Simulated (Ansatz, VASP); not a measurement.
**ZnS in VASP and in Ansatz**

File INCAR:

```
SYSTEM = ZnS
ALGO = Normal
EDIFF = 1E-6
ENCUT = 520
GGA = PE
ISIF = 2
ISMEAR = 0
LASPH = .TRUE.
LCHARG = .FALSE.
LREAL = .FALSE.
LWAVE = .FALSE.
NBANDS = 16
NELM = 100
PREC = Accurate
SIGMA = 0.01
```

KPOINTS

```
k-points
0
G
  6 6 6
  0 0 0
```

Contents of POSCAR:

```
ZnS
1.0
    0.0000000000      2.6940955531      2.6940955531
    2.6940955531      0.0000000000      2.6940955531
    2.6940955531      2.6940955531      0.0000000000
Zn S
1 1
Direct
    0.2500000000      0.2500000000      0.2500000000
    0.0000000000      0.0000000000      0.0000000000
```

Input for Ansatz:

```yaml
crystal:
  lattice:
    - [0.0, 2.6940955531, 2.6940955531]
    - [2.6940955531, 0.0, 2.6940955531]
    - [2.6940955531, 2.6940955531, 0.0]
  atoms:
    - { symbol: Zn, position: [0.25, 0.25, 0.25] }
    - { symbol: S, position: [0.0, 0.0, 0.0] }
kpoints:
  mp_grid: { grid: [6, 6, 6] }
hamiltonian:
  xc: pbe
scf:
  occupations: { method: fixed }
  n_extra_bands: 4
output:
  forces: true
  stress: true
  eigenvalues: true
  write_density: true
  write_potential: true
  elf: true
  volumetric_format: npy
```

Alike in both runs: task single point; functional PBE; k mesh 6 × 6 × 6; no spin polarisation.

|  | VASP | Ansatz |
| --- | --- | --- |
| version | VASP 6.6.1 | Ansatz 0.2.0 |
| potentials or method | VASP PAW PBE potentials, release 64 (Zn, S) | plane waves, PAW |
| plane-wave cutoff (eV) | 520 | 420 |
| occupations | gaussian, width 0.01 eV | fixed |
| valence electrons in the cell | 18 | 18 |

```csv
,VASP,Ansatz,Ansatz less VASP
gap on the k mesh at the Fermi level (eV),2.15,2.15,-0.005
pressure (GPa),2.5,2.3,-0.17
```
